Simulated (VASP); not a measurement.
Crystal: CsHoCu.

```
Cs Ho Cu
1.0
     3.75199    0.00000    0.00000
     0.00000    3.75199    0.00000
     0.00000    0.00000    6.32782
Cs Ho Cu
1 1 1
Cartesian
  0.0000 0.0000 3.1639
  0.0000 0.0000 0.0000
  1.8760 1.8760 0.0000
```

The cell was generated, and may not be a known phase.

| Item | Value |
| --- | --- |
| Program | VASP 6.6.1 |
| Task | relaxation of cell and atoms |
| Functional | PBE |
| Potentials or basis | VASP PAW PBE potentials, release 64 (Cs_sv, Ho_3, Cu), 4f in core |
| Cutoff | 600 eV |
| k mesh | 4 × 4 × 4 |
| Occupations | gaussian, width 0.1 eV |
| Spin | no spin polarisation |

At the start: pressure 5.9 GPa; volume 29.69 Å³/atom.

**Question.** How do energy, volume and symmetry change on relaxing?

**Answer.** Over 6 steps the energy falls by 146.4 meV/atom and the volume is 37.30 Å³/atom (+25.6 %); space group P4/mmm (No. 123, to 0.1 Å) before and after.

Step by step:
```
step  energy change (eV)  largest force (eV/Å)  pressure (GPa)  volume (Å³)
   1              0.0000                0.0000            5.86        89.08
   2             -0.3556                0.0000            1.05       103.76
   3             -0.3954                0.0000           -0.19       110.24
   4             -0.3979                0.0000           -0.56       112.58
   5             -0.4380                0.0000            0.00       112.04
   6             -0.4393                0.0000            0.14       111.91
```

Final structure:
```cif
data_structure
_symmetry_space_group_name_H-M 'P 1'
_symmetry_Int_Tables_number 1
_cell_length_a 3.8942
_cell_length_b 3.8942
_cell_length_c 7.3795
_cell_angle_alpha 90.000
_cell_angle_beta 90.000
_cell_angle_gamma 90.000
_cell_volume 111.91
loop_
_atom_site_label
_atom_site_type_symbol
_atom_site_fract_x
_atom_site_fract_y
_atom_site_fract_z
_atom_site_occupancy
Cs1 Cs 0.00000 0.00000 0.50000 1
Ho1 Ho 0.00000 0.00000 0.00000 1
Cu1 Cu 0.50000 0.50000 0.00000 1
```

Caveat: the k points lie up to 0.40 Å⁻¹ apart in the final cell, too coarse for converged energies and pressures of a metal; the volume moved by over 15 % at a fixed basis, so the end points are rough.
